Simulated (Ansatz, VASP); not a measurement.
## One calculation of Ba2RuN2, two programs

```
Ba Ru N
1.0
    -2.08369    2.08369    6.53783
     2.08369   -2.08369    6.53783
     2.08369    2.08369   -6.53783
Ba Ru N
2 1 2
Direct
  0.13872 0.13872 0.00000
  0.86128 0.86128 0.00000
  0.50000 0.50000 0.00000
  0.63828 0.63828 0.00000
  0.36172 0.36172 0.00000
```

Alike in both runs: task single point; functional PBE; k mesh 8 × 8 × 8; occupations fermi-dirac, width 0.02 eV; no spin polarisation.

|  | VASP | Ansatz |
| --- | --- | --- |
| version | VASP 6.6.1 | Ansatz 0.2.0 |
| potentials or method | VASP PAW PBE potentials, release 64 (Ba_sv, Ru_pv, N) | plane waves, PAW |
| plane-wave cutoff (eV) | 520 | 420 |
| valence electrons in the cell | 44 | 46 |

```tsv
	VASP	Ansatz	Ansatz less VASP
pressure (GPa)	1.6	0.8	-0.77
traceless stress, the component that is largest in VASP (GPa)	0.52	0.87	+0.350
rms of the force components (eV/Å)	0.049	0.078	+0.0287
```

Atom by atom the forces differ by 0.032 eV/Å (rms over components). VASP's potentials hold 44 valence electrons a cell and Ansatz's 46, so a difference there can come from the potentials and not from the codes.

Spin-orbit coupling is off throughout.
